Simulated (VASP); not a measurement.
Input of a VASP 6.6.1 run:

INCAR

```
SYSTEM = Ba
PREC = Accurate
ENCUT = 520
EDIFF = 1E-6
ISMEAR = -1
SIGMA = 0.05
LREAL = .False.
LASPH = .True.
NELM = 80
ALGO = Fast
ISIF = 2
LWAVE = .False.
LCHARG = .False.
GGA = PE
NBANDS = 28
```

File KPOINTS:

```
Automatic mesh
0
Gamma
  5 5 5
  0 0 0
```

POSCAR

```
Ba
1.0
   -4.1034677732      4.1034677732      3.8110197309
    4.1034677732     -4.1034677732      3.8110197309
    4.1034677732      4.1034677732     -3.8110197309
Ba
4
Direct
    0.6818578900      0.1818578900      0.8637157800
    0.3181421100      0.8181421100      0.1362842200
    0.1818578900      0.3181421100      0.5000000000
    0.8181421100      0.6818578900      0.5000000000
```

Potentials or basis: VASP PAW PBE potentials, release 64 (Ba_sv).

Run with:

```bash
$ cat potpaw_PBE.64/Ba_sv/POTCAR > POTCAR
$ mpirun -np 1 vasp_std > vasp.out
```

Task: What does it give for the band gap on the k mesh?

Result: Zero (band 20 reaches 1.77 eV, above the bottom of band 21 at 1.48 eV).

Task: Estimate the largest force.

Result: 0.099 eV/Å.

Task: Estimate the pressure.

Result: 0.0 GPa.

Stress tensor (GPa, compression positive):
```
 0.08  0.00  0.00
 0.00  0.08  0.00
 0.00  0.00 -0.03
```

Caveat: spin-orbit coupling is left out, which moves the levels of the heavy elements.
